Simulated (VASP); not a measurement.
# Y (Pm-3m) in VASP: single point with PBE

Aim: the single point of Y with PBE.

Everything below comes from runs of VASP 6.6.1. Logs are shortened: lines on timing, memory, paths and dates and some standing lists are left out, and cuts for length are marked.

## (1) The cell of the first run

Symmetry: Pm-3m, No. 221, cubic system. Conventional cell: a = 3.267 Å, b = 3.267 Å, c = 3.267 Å, α = 90.00°, β = 90.00°, γ = 90.00°. Y (site symmetry m-3m) has 6 Y at 3.27 Å within 4.3 Å.

## (2) Single point, PBE

File INCAR:

```
PREC     = Accurate       # precision mode
ENCUT    = 520            # plane-wave cutoff, eV
EDIFF    = 1E-7           # SCF threshold, eV
ISMEAR   = -1             # smearing method
SIGMA    = 0.08           # smearing width, eV
LREAL    = False          # projectors in reciprocal space
LASPH    = True           # aspherical terms in the spheres
NELM     = 100            # most SCF steps
ALGO     = Normal         # electronic algorithm
ISIF     = 2              # what is computed and relaxed
LWAVE    = False          # write WAVECAR
LCHARG   = True           # write CHGCAR
GGA      = PE             # functional
LELF     = True           # ELF
LVHAR    = True         
NBANDS   = 12             # bands
```

File KPOINTS:

```
regular mesh
0
Gamma
  12 12 12
```

File POSCAR:

```
Y
1.0
    3.2667355472      0.0000000000      0.0000000000
    0.0000000000      3.2667355472      0.0000000000
    0.0000000000      0.0000000000      3.2667355472
Y
1
Direct
    0.0000000000      0.0000000000      0.0000000000
```

Potentials or basis: VASP PAW PBE potentials, release 64 (Y_sv).

Command:

```bash
> cat potpaw_PBE.64/Y_sv/POTCAR > POTCAR
> mpirun -np 1 vasp_std > vasp.out
```

OUTCAR:

```text
PREC = Accurate
   ENCUT = 520
   EDIFF = 1E-7
   ISMEAR = -1
   LREAL = False
   LASPH = True
   NELM = 100
   ISIF = 2
   GGA = PE

 ion  position               nearest neighbor table
   1  0.000  0.000  0.000-

  LATTYP: Found a simple cubic cell.
 ALAT       =     3.2667355472

  Lattice vectors:

 A1 = (   3.2667355472,   0.0000000000,   0.0000000000)
 A2 = (   0.0000000000,   3.2667355472,   0.0000000000)
 A3 = (   0.0000000000,   0.0000000000,   3.2667355472)

Analysis of symmetry for initial positions (statically):
=====================================================================
 Subroutine PRICEL returns:
 Original cell was already a primitive cell.

 Routine SETGRP: Setting up the symmetry group for a
 simple cubic supercell.

 Subroutine GETGRP returns: Found 48 space group operations
 (whereof 48 operations were pure point group operations)
 out of a pool of 48 trial point group operations.

The static configuration has the point symmetry O_h .

Analysis of symmetry for dynamics (positions and initial velocities):
=====================================================================
 Subroutine PRICEL returns:
 Original cell was already a primitive cell.

 Routine SETGRP: Setting up the symmetry group for a
 simple cubic supercell.

 Subroutine GETGRP returns: Found 48 space group operations
 (whereof 48 operations were pure point group operations)
 out of a pool of 48 trial point group operations.

The dynamic configuration has the point symmetry O_h .

 Subroutine INISYM returns: Found 48 space group operations
 (whereof 48 operations are pure point group operations),
 and found     1 'primitive' translations

----------------------------------------------------------------------------------------

                                     Primitive cell

  volume of cell :      34.8612

  direct lattice vectors                    reciprocal lattice vectors
     3.266735547  0.000000000  0.000000000     0.306115994  0.000000000  0.000000000
     0.000000000  3.266735547  0.000000000     0.000000000  0.306115994  0.000000000
     0.000000000  0.000000000  3.266735547     0.000000000  0.000000000  0.306115994

  length of vectors
     3.266735547  3.266735547  3.266735547     0.306115994  0.306115994  0.306115994

  position of ions in fractional coordinates (direct lattice)
     0.000000000  0.000000000  0.000000000

  ion indices of the primitive-cell ions
   primitive index   ion index
                 1           1

----------------------------------------------------------------------------------------

 KPOINTS: regular mesh

Automatic generation of k-mesh.
 Grid dimensions read from file:
 generate k-points for:   12   12   12

 Generating k-lattice:

  Cartesian coordinates                     Fractional coordinates (reciprocal lattice)
     0.025509666  0.000000000  0.000000000     0.083333333  0.000000000  0.000000000
     0.000000000  0.025509666  0.000000000     0.000000000  0.083333333  0.000000000
     0.000000000  0.000000000  0.025509666     0.000000000  0.000000000  0.083333333

  Length of vectors
     0.025509666  0.025509666  0.025509666

  Shift w.r.t. Gamma in fractional coordinates (k-lattice)
     0.000000000  0.000000000  0.000000000

 Subroutine IBZKPT returns following result:
 ===========================================

 Found     84 irreducible k-points:

 Following reciprocal coordinates:
            Coordinates               Weight
  0.000000  0.000000  0.000000      1.000000
  0.083333  0.000000  0.000000      6.000000
  0.166667  0.000000  0.000000      6.000000
  0.250000  0.000000  0.000000      6.000000
  0.333333  0.000000  0.000000      6.000000
  0.416667  0.000000  0.000000      6.000000
[... 16 lines left out ...]
  0.333333  0.333333  0.000000     12.000000
  0.416667  0.333333  0.000000     24.000000
 [... further k-points ...]
   k-points           NKPTS =     84   k-points in BZ     NKDIM =     84   number of bands    NBANDS=     12
   number of dos      NEDOS =    301   number of ions     NIONS =      1
   total plane-waves  NPLWV =  13824
   dimension x,y,z NGX =    24 NGY =   24 NGZ =   24
   dimension x,y,z NGXF=    48 NGYF=   48 NGZF=   48
   ions per type =               1
   NGX,Y,Z   is equivalent  to a cutoff of  12.21, 12.21, 12.21 a.u.
   NGXF,Y,Z  is equivalent  to a cutoff of  24.43, 24.43, 24.43 a.u.
 SYSTEM =  unknown system
   PREC   = accura    normal or accurate (medium, high low for compatibility)
   ISTART =      0    job   : 0-new  1-cont  2-samecut
   ICHARG =      2    charge: 1-file 2-atom 10-const
   ISPIN  =      1    spin polarized calculation?
   LNONCOLLINEAR =      F non collinear calculations
   LSORBIT =      F    spin-orbit coupling
   LASPH  =      T    aspherical Exc in radial PAW
   ENCUT  =  520.0 eV  38.22 Ry    6.18 a.u.   6.07  6.07  6.07*2*pi/ulx,y,z
   NELM   =    100;   NELMIN=  2; NELMDL= -5     # of ELM steps
   EDIFF  = 0.1E-06   stopping-criterion for ELM
   LREAL  =      F    real-space projection
   EDIFFG = 0.1E-05   stopping-criterion for IOM
   NSW    =      0    number of steps for IOM
   IBRION =     -1    ionic relax: 0-MD 1-quasi-New 2-CG
   NFREE  =      0    steps in history (QN), initial steepest desc. (CG)
   ISIF   =      2    stress and relaxation
   ISYM   =      2    0-nonsym 1-usesym 2-fastsym
   POTIM  = 0.5000    time-step for ionic-motion
   TEBEG  =    0.0;   TEEND  =   0.0 temperature during run
   PSTRESS=    0.0 pullay stress
   NELECT =      11.0000    total number of electrons
   NUPDOWN=      -1.0000    fix difference up-down
   EMIN   =  10.00;   EMAX   =-10.00  energy-range for DOS
   EFERMI =   0.00;   METHOD = LEGACY
   ISMEAR =    -1;   SIGMA  =   0.08  broadening in eV -4-tet -1-fermi 0-gaus
   EFERMI_NEDOS =   21; number of points for ismear=-14 and -15
   IALGO  =     38    algorithm
   IMIX   =      4    mixing-type and parameters
     AMIX     =   0.40;   BMIX     =  1.00
     AMIX_MAG =   1.60;   BMIX_MAG =  1.00
  volume/ion in A,a.u.               =      34.86       235.25
  Fermi-wavevector in a.u.,A,eV,Ry     =   1.114530  2.106156 16.900845  1.242177
  Thomas-Fermi vector in A             =   2.251126
   LORBIT       =      0    0 simple, 1 ext, 2 COOP (PROOUT), +10 PAW based schemes
   GGA     = PE    functional components
   LHFCALC =     F    Hartree Fock is set to
   AEXX    =    0.0000 exact exchange contribution
   IVDW    =     0    specifies the selected vdW correction
   LEPSILON=     F    determine dielectric tensor
   LRPA    =     F    only Hartree local field effects (RPA)
 non-spin polarized calculation
  energy-cutoff  :      520.00
  volume of cell :       34.86
 maximum number of plane-waves:       968
   NGX = 13   NGY = 13   NGZ = 13

 number of electron      10.9999998 magnetization

 Free energy of the ion-electron system (eV)
  ---------------------------------------------------
  ext. energy  EPLUGINS =         0.00000000
  ---------------------------------------------------
  free energy    TOTEN  =        -5.66134891 eV

  energy without entropy =       -5.60510829  energy(sigma->0) =       -5.63322860

 E-fermi :   2.7092     XC(G=0):  -9.1463

 val. band max:        2.7047609608   @ k =   0.5000   0.2500   0.1667
 cond. band min:       2.7352120380   @ k =   0.2500   0.2500   0.0000
 fundamental gap:      0.0304510772
 Fermi energy:         2.7092331035

 k-point     1 :       0.0000    0.0000    0.0000
  band No.  band energies     occupation
      1     -40.3004      2.00000
      2     -19.9475      2.00000
      3     -19.9475      2.00000
      4     -19.9475      2.00000
      5      -1.7607      2.00000
      6       2.1066      1.99893
      7       2.1066      1.99893
      8       7.8867      0.00000
      9       7.8867      0.00000
     10       7.8867      0.00000
     11      12.8013      0.00000
     12      12.8013      0.00000

 k-point     2 :       0.0833    0.0000    0.0000
  band No.  band energies     occupation
      1     -40.2960      2.00000
      2     -19.9968      2.00000
      3     -19.9433      2.00000
      4     -19.9433      2.00000
      5      -1.6256      2.00000
      6       2.1475      1.99822
      7       2.2225      1.99546
      8       7.6293      0.00000
      9       7.6293      0.00000
     10       7.9030      0.00000
     11      12.1407      0.00000
     12      13.1307      0.00000

 k-point     3 :       0.1667    0.0000    0.0000
  band No.  band energies     occupation
      1     -40.2839      2.00000
      2     -20.1294      2.00000
      3     -19.9320      2.00000
      4     -19.9320      2.00000
      5      -1.2457      2.00000
      6       2.2629      1.99247
      7       2.5326      1.80181
      8       7.0471      0.00000
      9       7.0471      0.00000
     10       7.9480      0.00000
     11      10.9626      0.00000
     12      13.9165      0.00000
[... 286 lines left out ...]
 k-point    23 :       0.3333    0.3333    0.0000
  band No.  band energies     occupation
      1     -40.2024      2.00000
      2     -20.4168      2.00000
      3     -20.4013      2.00000
      4     -19.8561      2.00000
      5       1.1282      2.00000
      6       2.4592      1.91587
      7       4.7823      0.00000
      8       5.0921      0.00000
      9       6.1660      0.00000
     10       6.3847      0.00000
     11      10.2883      0.00000
     12      12.1336      0.00000

 k-point    24 :       0.4167    0.3333    0.0000
  band No.  band energies     occupation
      1     -40.1905      2.00000
      2     -20.5267      2.00000
      3     -20.3923      2.00000
      4     -19.8451      2.00000
      5       1.2644      2.00000
      6       2.4239      1.94508
      7       4.9246      0.00000
      8       5.6876      0.00000
      9       5.9434      0.00000
     10       6.3823      0.00000
     11       9.9464      0.00000
     12      12.5866      0.00000

 [... further k-points ...]
[... 5 lines left out ...]
  --------------------------------------------------------------------------------------
  -------------------------------------------------------------------------------------
  Total       -0.0067649     -0.0067649     -0.0067649     -0.0000000     -0.0000000     -0.0000000
  in kB       -0.3109083     -0.3109083     -0.3109083     -0.0000000     -0.0000000     -0.0000000
  external PRESSURE =      -0.3109083 kB  Pullay stress =       0.0000000 kB

 VOLUME and BASIS-vectors are now :
 -----------------------------------------------------------------------------
  energy-cutoff  :      520.00
  volume of cell :       34.86
      direct lattice vectors                 reciprocal lattice vectors
     3.266735547  0.000000000  0.000000000     0.306115994  0.000000000  0.000000000
     0.000000000  3.266735547  0.000000000     0.000000000  0.306115994  0.000000000
     0.000000000  0.000000000  3.266735547     0.000000000  0.000000000  0.306115994

 POSITION                                       TOTAL-FORCE (eV/Angst)
 -----------------------------------------------------------------------------------
      0.00000      0.00000      0.00000         0.000000      0.000000      0.000000
 -----------------------------------------------------------------------------------
    total drift:                               -0.000000      0.000000      0.000000

  FREE ENERGIE OF THE ION-ELECTRON SYSTEM (eV)
  ---------------------------------------------------
  free  energy   TOTEN  =        -5.6613489078 eV

  energy  without entropy=       -5.6051082899  energy(sigma->0) =       -5.63322860
```

Run time: 15 s. Hardware: 1 thread of Intel Xeon Platinum 8559C (Emerald Rapids), shared host; peak memory 0.17 GiB.

Results:

* Free energy: -5.6613 eV
* Pressure: 0.0 GPa
